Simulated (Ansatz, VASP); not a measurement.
# One calculation of Ge, two programs

```
Ge
1.0
     0.00000   -2.83786   -2.83786
     0.00000    2.83786   -2.83786
     5.67572    0.00000    0.00000
Ge
4
Direct
  0.50000 0.50000 0.00000
  0.00000 0.00000 0.50000
  0.00000 0.50000 0.25000
  0.50000 0.00000 0.75000
```

Alike in both runs: task single point; functional PBEsol; k mesh 12 × 12 × 8; occupations gaussian, width 0.15 eV; no spin polarisation.

|  | VASP | Ansatz |
| --- | --- | --- |
| version | VASP 6.6.1 | Ansatz 0.2.0 |
| potentials or method | VASP PAW PBE potentials, release 64 (Ge_d), cutoff 520 eV | scalar-relativistic, plane waves, PAW |
| valence electrons in the cell | 56 | 56 |

|  | VASP | Ansatz | Ansatz less VASP |
| --- | --- | --- | --- |
| gap on the k mesh at the Fermi level (eV) | none | none | - |
| pressure (GPa) | -0.1 | 0.0 | +0.08 |

VASP's potentials were made for PBE, not for PBEsol, and Ansatz warns of the same on its side. A gap of «none» marks a metal or a gap that the smearing closes. The functional is the same, so the differences come from potentials, cutoffs and numerics.
